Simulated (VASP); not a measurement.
# TiAl3 (P4/mmm) in VASP: a series of runs

Runs on TiAl3. Level: PBE. Tasks: relaxation of cell and atoms, single point.

Program: VASP 6.6.1. These are calculated values, not measurements. Logs are shortened: lines on timing, memory, paths and dates and some standing lists are left out, and cuts for length are marked.

## (1) The cell of the first run

It takes space group P4/mmm (No. 123, tetragonal). The conventional cell has a = 2.847 Å, b = 2.847 Å, c = 8.170 Å, α = 90.00°, β = 90.00°, γ = 90.00°. Ti (site symmetry 4/mmm) has 4 Al at 2.01 Å within 2.7 Å. Within 2.7 Å of Al (site symmetry 4/mmm) lie 4 Al at 2.01 Å. Al (site symmetry 4/mmm) has 4 Ti at 2.01 Å within 2.7 Å. Within 2.7 Å of Al (site symmetry 4/mmm) lie 4 Al at 2.01 Å.

## (2) Relaxation of cell and atoms, PBE

INCAR

```
  PREC = Accurate
  ENCUT = 600
  EDIFF = 1E-7
  ISMEAR = 0
  SIGMA = 0.1
  LREAL = False
  LASPH = True
  NELM = 60
  ALGO = Normal
  ISIF = 3
  LWAVE = False
  LCHARG = False
  GGA = PE
  IBRION = 2
  NSW = 90
  EDIFFG = -0.04
```

KPOINTS

```
regular mesh
0
Gamma
  6 6 2
```

POSCAR

```
TiAl3
1.0
    2.8469934800      0.0000000000      0.0000000000
    0.0000000000      2.8469934800      0.0000000000
    0.0000000000      0.0000000000      8.1702774300
Ti Al
1 3
Direct
    0.0000000000      0.0000000000      0.5000000000
    0.5000000000      0.5000000000      0.0000000000
    0.5000000000      0.5000000000      0.5000000000
    0.0000000000      0.0000000000      0.0000000000
```

Potentials or basis: VASP PAW PBE potentials, release 64 (Ti_sv, Al).

On the command line:

```console
$ cat potpaw_PBE.64/Ti_sv/POTCAR potpaw_PBE.64/Al/POTCAR > POTCAR
$ mpirun -np 1 vasp_std > vasp.out
```

OUTCAR:

```text
PREC = Accurate
   ENCUT = 600
   EDIFF = 1E-7
   ISMEAR = 0
   LREAL = False
   LASPH = True
   NELM = 60
   ISIF = 3
   GGA = PE
   IBRION = 2
   NSW = 90
   EDIFFG = -0.04

 ion  position               nearest neighbor table
   1  0.000  0.000  0.500-   3 2.01   3 2.01   3 2.01   3 2.01
   2  0.500  0.500  0.000-   4 2.01   4 2.01   4 2.01   4 2.01
   3  0.500  0.500  0.500-   1 2.01   1 2.01   1 2.01   1 2.01
   4  0.000  0.000  0.000-   2 2.01   2 2.01   2 2.01   2 2.01

  LATTYP: Found a simple tetragonal cell.
 ALAT       =     2.8469934800
 C/A-ratio  =     2.8697914089

  Lattice vectors:

 A1 = (   2.8469934800,   0.0000000000,   0.0000000000)
 A2 = (   0.0000000000,   2.8469934800,   0.0000000000)
 A3 = (   0.0000000000,   0.0000000000,   8.1702774300)

Analysis of symmetry for initial positions (statically):
=====================================================================
 Subroutine PRICEL returns:
 Original cell was already a primitive cell.

 Routine SETGRP: Setting up the symmetry group for a
 simple tetragonal supercell.

 Subroutine GETGRP returns: Found 16 space group operations
 (whereof 16 operations were pure point group operations)
 out of a pool of 16 trial point group operations.

The static configuration has the point symmetry D_4h.

Analysis of symmetry for dynamics (positions and initial velocities):
=====================================================================
 Subroutine PRICEL returns:
 Original cell was already a primitive cell.

 Routine SETGRP: Setting up the symmetry group for a
 simple tetragonal supercell.

 Subroutine GETGRP returns: Found 16 space group operations
 (whereof 16 operations were pure point group operations)
 out of a pool of 16 trial point group operations.

The dynamic configuration has the point symmetry D_4h.

 Subroutine INISYM returns: Found 16 space group operations
 (whereof 16 operations are pure point group operations),
 and found     1 'primitive' translations

----------------------------------------------------------------------------------------

                                     Primitive cell

  volume of cell :      66.2231

  direct lattice vectors                    reciprocal lattice vectors
     2.846993480  0.000000000  0.000000000     0.351247731  0.000000000  0.000000000
     0.000000000  2.846993480  0.000000000     0.000000000  0.351247731  0.000000000
     0.000000000  0.000000000  8.170277430     0.000000000  0.000000000  0.122394865

  length of vectors
     2.846993480  2.846993480  8.170277430     0.351247731  0.351247731  0.122394865

  position of ions in fractional coordinates (direct lattice)
     0.000000000  0.000000000  0.500000000
     0.500000000  0.500000000  0.000000000
     0.500000000  0.500000000  0.500000000
     0.000000000  0.000000000  0.000000000

  ion indices of the primitive-cell ions
   primitive index   ion index
                 1           1
                 2           2
                 3           3
                 4           4

----------------------------------------------------------------------------------------

 KPOINTS: regular mesh

Automatic generation of k-mesh.
 Grid dimensions read from file:
 generate k-points for:    6    6    2

 Generating k-lattice:

  Cartesian coordinates                     Fractional coordinates (reciprocal lattice)
     0.058541288  0.000000000  0.000000000     0.166666667  0.000000000  0.000000000
     0.000000000  0.058541288  0.000000000     0.000000000  0.166666667  0.000000000
     0.000000000  0.000000000  0.061197432     0.000000000  0.000000000  0.500000000

  Length of vectors
     0.058541288  0.058541288  0.061197432

  Shift w.r.t. Gamma in fractional coordinates (k-lattice)
     0.000000000  0.000000000  0.000000000

 Subroutine IBZKPT returns following result:
 ===========================================

 Found     20 irreducible k-points:

 Following reciprocal coordinates:
            Coordinates               Weight
  0.000000  0.000000  0.000000      1.000000
  0.166667  0.000000  0.000000      4.000000
  0.333333  0.000000  0.000000      4.000000
  0.500000  0.000000  0.000000      2.000000
  0.166667  0.166667  0.000000      4.000000
  0.333333  0.166667  0.000000      8.000000
[... 12 lines left out ...]
  0.500000  0.333333  0.500000      4.000000
  0.500000  0.500000  0.500000      1.000000
   k-points           NKPTS =     20   k-points in BZ     NKDIM =     20   number of bands    NBANDS=     14
   number of dos      NEDOS =    301   number of ions     NIONS =      4
   total plane-waves  NPLWV =  40320
   dimension x,y,z NGX =    24 NGY =   24 NGZ =   70
   dimension x,y,z NGXF=    48 NGYF=   48 NGZF=  140
   ions per type =               1   3
   NGX,Y,Z   is equivalent  to a cutoff of  14.01, 14.01, 14.24 a.u.
   NGXF,Y,Z  is equivalent  to a cutoff of  28.03, 28.03, 28.49 a.u.
 SYSTEM =  unknown system
   PREC   = accura    normal or accurate (medium, high low for compatibility)
   ISTART =      0    job   : 0-new  1-cont  2-samecut
   ICHARG =      2    charge: 1-file 2-atom 10-const
   ISPIN  =      1    spin polarized calculation?
   LNONCOLLINEAR =      F non collinear calculations
   LSORBIT =      F    spin-orbit coupling
   LASPH  =      T    aspherical Exc in radial PAW
   ENCUT  =  600.0 eV  44.10 Ry    6.64 a.u.   5.69  5.69 16.32*2*pi/ulx,y,z
   NELM   =     60;   NELMIN=  2; NELMDL= -5     # of ELM steps
   EDIFF  = 0.1E-06   stopping-criterion for ELM
   LREAL  =      F    real-space projection
   EDIFFG = -.4E-01   stopping-criterion for IOM
   NSW    =     90    number of steps for IOM
   IBRION =      2    ionic relax: 0-MD 1-quasi-New 2-CG
   NFREE  =      1    steps in history (QN), initial steepest desc. (CG)
   ISIF   =      3    stress and relaxation
   ISYM   =      2    0-nonsym 1-usesym 2-fastsym
   POTIM  = 0.5000    time-step for ionic-motion
   TEBEG  =    0.0;   TEEND  =   0.0 temperature during run
   PSTRESS=    0.0 pullay stress
   NELECT =      21.0000    total number of electrons
   NUPDOWN=      -1.0000    fix difference up-down
   EMIN   =  10.00;   EMAX   =-10.00  energy-range for DOS
   EFERMI =   0.00;   METHOD = LEGACY
   ISMEAR =     0;   SIGMA  =   0.10  broadening in eV -4-tet -1-fermi 0-gaus
   EFERMI_NEDOS =   21; number of points for ismear=-14 and -15
   IALGO  =     38    algorithm
   IMIX   =      4    mixing-type and parameters
     AMIX     =   0.40;   BMIX     =  1.00
     AMIX_MAG =   1.60;   BMIX_MAG =  1.00
  volume/ion in A,a.u.               =      16.56       111.72
  Fermi-wavevector in a.u.,A,eV,Ry     =   1.116378  2.109649 16.956945  1.246300
  Thomas-Fermi vector in A             =   2.252992
   LORBIT       =      0    0 simple, 1 ext, 2 COOP (PROOUT), +10 PAW based schemes
   GGA     = PE    functional components
   LHFCALC =     F    Hartree Fock is set to
   AEXX    =    0.0000 exact exchange contribution
   IVDW    =     0    specifies the selected vdW correction
   LEPSILON=     F    determine dielectric tensor
   LRPA    =     F    only Hartree local field effects (RPA)
 conjugate gradient relaxation of ions
 non-spin polarized calculation
 Gauss-broadening in eV      SIGMA  =   0.10
  energy-cutoff  :      600.00
  volume of cell :       66.22
 maximum number of plane-waves:      2240
 NGX is ok and might be reduce to    24
   NGX = 11   NGY = 11   NGZ = 33

--------------------------------------- Ionic step        1  -------------------------------------------

 number of electron      20.9999998 magnetization

 Free energy of the ion-electron system (eV)
  ---------------------------------------------------
  ext. energy  EPLUGINS =         0.00000000
  ---------------------------------------------------
  free energy    TOTEN  =        -2.19414203 eV

  energy without entropy =       -2.16582356  energy(sigma->0) =       -2.17998279

------------------------ aborting loop because EDIFF is reached ----------------------------------------

  FORCE on cell =-STRESS in cart. coord.  units (eV):
  Direction    XX          YY          ZZ          XY          YZ          ZX
  --------------------------------------------------------------------------------------
  -------------------------------------------------------------------------------------
  Total       56.4333278     56.4333278     -2.0380045      0.0000000     -0.0000000      0.0000000
  in kB     1365.3264217   1365.3264217    -49.3067052      0.0000000     -0.0000000      0.0000000
  external PRESSURE =     893.7820460 kB  Pullay stress =       0.0000000 kB
[... 95 lines left out ...]
  FREE ENERGIE OF THE ION-ELECTRON SYSTEM (eV)
  ---------------------------------------------------
  free  energy   TOTEN  =       -15.2408278882 eV

  energy  without entropy=      -15.2095141725  energy(sigma->0) =      -15.22517103

 E-fermi :   3.4359     XC(G=0):  -8.5391

 val. band max:        3.4264103900   @ k =   0.3333   0.3333   0.5000
 cond. band min:       3.4531816027   @ k =   0.5000   0.0000   0.0000
 fundamental gap:      0.0267712127
 Fermi energy:         3.4358886577

 k-point     1 :       0.0000    0.0000    0.0000
  band No.  band energies     occupation
      1     -53.7150      2.00000
      2     -30.3769      2.00000
      3     -29.7575      2.00000
      4     -29.7575      2.00000
      5      -4.6474      2.00000
      6      -2.2825      2.00000
      7       0.7452      2.00000
      8       3.1162      1.99999
      9       3.7565      0.00001
     10       4.3973      0.00000
     11       4.4496      0.00000
     12       4.4496      0.00000
     13       4.5083      0.00000
     14       4.5083      0.00000
[... 307 lines left out ...]
 k-point    20 :       0.5000    0.5000    0.5000
  band No.  band energies     occupation
      1     -53.7115      2.00000
      2     -30.3727      2.00000
      3     -29.7833      2.00000
      4     -29.7833      2.00000
      5      -0.0119      2.00000
      6       0.4640      2.00000
      7       0.4768      2.00000
      8       0.6345      2.00000
      9       0.6345      2.00000
     10       3.0461      2.00000
     11       3.0461      2.00000
     12       3.7544      0.00001
     13       3.7544      0.00001
     14       3.8577      0.00000

 E-fermi :   7.0545     XC(G=0): -10.2972

 val. band max:        7.0385361508   @ k =   0.3333   0.0000   0.5000
 cond. band min:       7.0821877269   @ k =   0.0000   0.0000   0.0000
 fundamental gap:      0.0436515761
 Fermi energy:         7.0545060918

 k-point     1 :       0.0000    0.0000    0.0000
  band No.  band energies     occupation
      1     -49.3562      2.00000
      2     -25.7284      2.00000
      3     -25.6337      2.00000
      4     -25.6337      2.00000
      5      -2.3876      2.00000
      6       3.0792      2.00000
      7       3.7361      2.00000
      8       6.5221      2.00000
      9       7.0822      0.69544
     10       7.0822      0.69544
     11       7.5768      0.00000
     12       8.0255      0.00000
     13       8.0255      0.00000
     14       8.1871      0.00000
[... 307 lines left out ...]
 k-point    20 :       0.5000    0.5000    0.5000
  band No.  band energies     occupation
      1     -49.3526      2.00000
      2     -25.7273      2.00000
      3     -25.6591      2.00000
      4     -25.6591      2.00000
      5       2.4308      2.00000
      6       2.8472      2.00000
      7       3.5009      2.00000
      8       3.5009      2.00000
      9       3.8616      2.00000
     10       5.7737      2.00000
     11       5.7737      2.00000
     12       5.9872      2.00000
     13       9.2404      0.00000
     14       9.2404      0.00000

[... ionic steps 4 to 12 ...]

--------------------------------------- Ionic step       13  -------------------------------------------

 number of electron      21.0000011 magnetization

------------------------ aborting loop because EDIFF is reached ----------------------------------------

  FORCE on cell =-STRESS in cart. coord.  units (eV):
  Direction    XX          YY          ZZ          XY          YZ          ZX
  --------------------------------------------------------------------------------------
  -------------------------------------------------------------------------------------
  Total        0.6094760      0.6094760      1.2340364      0.0000000      0.0000000      0.0000000
  in kB       12.7082836     12.7082836     25.7310925      0.0000000      0.0000000      0.0000000
  external PRESSURE =      17.0492199 kB  Pullay stress =       0.0000000 kB
[... 61 lines left out ...]
  energy  without entropy=      -17.5001628273  energy(sigma->0) =      -17.50874694

--------------------------------------- Ionic step       15  -------------------------------------------

 number of electron      21.0000006 magnetization

 Free energy of the ion-electron system (eV)
  ---------------------------------------------------
  ext. energy  EPLUGINS =         0.00000000
  ---------------------------------------------------
  free energy    TOTEN  =       -17.52899541 eV

  energy without entropy =      -17.51401052  energy(sigma->0) =      -17.52150297

 E-fermi :   6.0700     XC(G=0):  -9.8406

 val. band max:        6.0113429390   @ k =   0.1667   0.0000   0.5000
 cond. band min:       6.0770730326   @ k =   0.5000   0.1667   0.5000
 fundamental gap:      0.0657300936
 Fermi energy:         6.0699525271

 k-point     1 :       0.0000    0.0000    0.0000
  band No.  band energies     occupation
      1     -50.7228      2.00000
      2     -27.0876      2.00000
      3     -26.9580      2.00000
      4     -26.9580      2.00000
      5      -2.9058      2.00000
      6       1.6518      2.00000
      7       2.7095      2.00000
      8       5.6127      2.00000
      9       6.2338      0.02047
     10       6.2338      0.02047
     11       6.3403      0.00013
     12       7.0014      0.00000
     13       7.0014      0.00000
     14       7.0087      0.00000
[... 352 lines left out ...]
  FREE ENERGIE OF THE ION-ELECTRON SYSTEM (eV)
  ---------------------------------------------------
  free  energy   TOTEN  =       -17.5289954133 eV

  energy  without entropy=      -17.5140105169  energy(sigma->0) =      -17.52150297

 reached required accuracy - stopping structural energy minimisation
```

It took 3.4 min on 1 thread of Intel Xeon Platinum 8488C (Sapphire Rapids), shared host; peak memory 0.21 GiB.

What came out:

* Free energy: -17.5290 eV
* Relaxed volume: 19.65 Å³/atom
* Relaxed cell: a = 3.826 Å, b = 3.826 Å, c = 5.370 Å, α = 90.00°, β = 90.00°, γ = 90.00°
* Space group after relaxing (to 0.05 Å): P4/mmm (No. 123)
* Energy gained by relaxing: 3833.7 meV/atom
* Ionic steps: 15
* Pressure after relaxing: 0.1 GPa

Stress tensor (GPa, compression positive):
```
 0.23  0.00  0.00
 0.00  0.23  0.00
 0.00  0.00 -0.21
```

The path:
| step | energy change (eV) | largest force (eV/Å) | pressure (GPa) | volume (Å³) |
| --- | --- | --- | --- | --- |
| 1 | 0.0000 | 0.0000 | 89.38 | 66.22 |
| 2 | -9.1774 | 0.0000 | -9.08 | 182.45 |
| 3 | -13.0467 | 0.0000 | -3.65 | 115.76 |
| 4 | -13.0638 | 0.0000 | -2.99 | 114.19 |
| 5 | -13.0703 | 0.0000 | -2.16 | 112.40 |
| 6 | -13.2994 | 0.0000 | -2.54 | 107.23 |
| 7 | -14.0028 | 0.0000 | -2.98 | 94.83 |
| 8 | -14.8300 | 0.0000 | 11.50 | 69.66 |
| 9 | -14.7954 | 0.0000 | -2.29 | 85.40 |
| 10 | -15.2696 | 0.0000 | 1.29 | 77.55 |
| 11 | -15.2988 | 0.0000 | 2.82 | 75.70 |
| 12 | -15.1869 | 0.0000 | 0.26 | 79.53 |
| 13 | -15.3243 | 0.0000 | 1.70 | 76.84 |
| 14 | -15.3232 | 0.0000 | -1.47 | 80.57 |
| 15 | -15.3349 | 0.0000 | 0.09 | 78.60 |

Final structure:
```xyz
4
Lattice="3.8260 0.0000 0.0000 0.0000 3.8260 0.0000 0.0000 0.0000 5.3699" Properties=species:S:1:pos:R:3 pbc="T T T"
Ti    0.0000    0.0000    2.6849
Al    1.9130    1.9130    0.0000
Al    1.9130    1.9130    2.6849
Al    0.0000    0.0000    0.0000
```

Levels at points of the mesh, in eV from the Fermi level:
| k point | band 7 | band 8 | band 9 | band 10 | band 11 | band 12 | band 13 | band 14 |
| --- | --- | --- | --- | --- | --- | --- | --- | --- |
| (0.00, 0.00, 0.00) | -3.36 | -0.46 | 0.16 | 0.16 | 0.27 | 0.93 | 0.93 | 0.94 |
| (0.50, 0.00, 0.00) | -2.36 | -1.88 | -1.79 | -0.46 | -0.30 | 1.47 | 2.18 | 2.33 |
| (0.50, 0.50, 0.00) | -3.51 | -3.51 | -1.06 | -0.48 | -0.23 | -0.23 | 0.96 | 0.96 |
| (0.00, 0.00, 0.50) | -1.14 | -0.32 | -0.24 | -0.24 | 0.95 | 1.10 | 2.49 | 2.49 |
| (0.50, 0.00, 0.50) | -4.98 | -3.43 | -0.60 | -0.31 | 0.73 | 1.03 | 1.89 | 3.23 |
| (0.50, 0.50, 0.50) | -3.38 | -3.29 | -3.29 | -1.20 | -1.20 | -1.01 | 1.54 | 1.54 |

Caveat: the k points lie up to 0.59 Å⁻¹ apart in the final cell; the volume moved by over 15 % at a fixed basis, so the end points are rough.

(Continued in part 2 of 2.)
